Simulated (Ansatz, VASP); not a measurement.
One calculation of HfC, two programs

The input INCAR:

```
ALGO = Normal
EDIFF = 1E-8
ENCUT = 520
GGA = PE
ISIF = 2
ISMEAR = -1
LASPH = True
LCHARG = False
LEFG = True
LREAL = False
LWAVE = False
NBANDS = 14
NELM = 80
PREC = Accurate
SIGMA = 0.05
```

The input KPOINTS:

```
k-points
0
Gamma
  15 15 15
```

The input POSCAR:

```
HfC
1.0
    0.0000000000      2.3093955030      2.3093955030
    2.3093955030      0.0000000000      2.3093955030
    2.3093955030      2.3093955030      0.0000000000
Hf C
1 1
Direct
    0.5000000000      0.5000000000      0.5000000000
    0.0000000000      0.0000000000      0.0000000000
```

Input for Ansatz:

```yaml
crystal:
  lattice:
    - [0.0, 2.309395503, 2.309395503]
    - [2.309395503, 0.0, 2.309395503]
    - [2.309395503, 2.309395503, 0.0]
  atoms:
    - { symbol: Hf, position: [0.5, 0.5, 0.5] }
    - { symbol: C, position: [0.0, 0.0, 0.0] }
kpoints:
  mp_grid: { grid: [15, 15, 15] }
scf:
  occupations: { method: fermi_dirac, width: 0.05 }
hamiltonian:
  xc: pbe
  pseudopotentials: { kind: all_electron, datasets: crystal }
output:
  forces: true
  stress: true
  eigenvalues: true
  efg: { contact_densities: true }
```

Change from the starting cell: volume scaled by 0.98, crystal datasets.

Alike in both runs: task electric field gradients; functional PBE; k mesh 15 × 15 × 15; occupations fermi-dirac, width 0.05 eV; no spin polarisation.

```csv
,VASP,Ansatz
version,VASP 6.6.1,Ansatz 0.2.0
potentials or method,"VASP PAW PBE potentials, release 64 (Hf_pv, C), cutoff 520 eV","all-electron PAW with datasets made for the crystal, scalar-relativistic"
```

VASP gave:

```
pressure (GPa) : 4.6
```

**Question.** Which values does Ansatz return?

**Answer.** Pressure (GPa): 5.2.

Ansatz ran all-electron here, and VASP with PAW potentials.

Neither program's run includes spin-orbit coupling.
